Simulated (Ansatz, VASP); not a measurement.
**One calculation of Al2Au, two programs**

The input INCAR:

```
  PREC = Accurate
  ENCUT = 600
  EDIFF = 1E-6
  ISMEAR = 0
  SIGMA = 0.1
  LREAL = False
  LASPH = True
  NELM = 80
  ALGO = Normal
  ISIF = 3
  LWAVE = False
  LCHARG = False
  GGA = PE
  IBRION = 2
  NSW = 100
  EDIFFG = -0.01
```

KPOINTS

```
Automatic mesh
0
Gamma
  14 14 14
```

File POSCAR:

```
Al2Au
1.0
    0.0000000000      3.0023346623      3.0023346623
    3.0023346623      0.0000000000      3.0023346623
    3.0023346623      3.0023346623      0.0000000000
Al Au
2 1
Direct
    0.2500000000      0.2500000000      0.2500000000
    0.7500000000      0.7500000000      0.7500000000
    0.0000000000      0.0000000000      0.0000000000
```

Input for Ansatz:

```yaml
crystal:
  lattice:
    - [0.0, 3.0023346623, 3.0023346623]
    - [3.0023346623, 0.0, 3.0023346623]
    - [3.0023346623, 3.0023346623, 0.0]
  atoms:
    - { symbol: Al, position: [0.25, 0.25, 0.25] }
    - { symbol: Al, position: [0.75, 0.75, 0.75] }
    - { symbol: Au, position: [0.0, 0.0, 0.0] }
basis:
  ecutwfc: 420
kpoints:
  mp_grid: { grid: [14, 14, 14] }
hamiltonian:
  xc: pbe
scf:
  occupations: { method: gaussian, width: 0.1 }
output:
  forces: true
  stress: true
  eigenvalues: true
relax:
  adjacent_minimum: "off"
  f_tol: 0.01
  max_steps: 80
  cell: { stress_tol: 0.05 }
```

Alike in both runs: task relaxation of cell and atoms; functional PBE; k mesh 14 × 14 × 14; occupations gaussian, width 0.1 eV; no spin polarisation.

```csv
,VASP,Ansatz
version,VASP 6.6.1,Ansatz 0.2.0
potentials or method,"VASP PAW PBE potentials, release 64 (Al, Au), cutoff 600 eV","scalar-relativistic, plane waves, PAW"
valence electrons in the cell,17,25
```

```tsv
	VASP	Ansatz	Ansatz less VASP
gap on the k mesh at the Fermi level, each at its own relaxed structure (eV)	none	none	-
relaxed volume (Å³/atom)	18.52	18.56	+0.041
relaxed cell length with the largest relative difference (Å)	4.283	4.287	+0.0032
```

A gap of «none» marks a metal or a gap that the smearing closes. VASP's potentials hold 17 valence electrons a cell and Ansatz's 25, so a difference there can come from the potentials and not from the codes.

Spin-orbit coupling is off throughout.
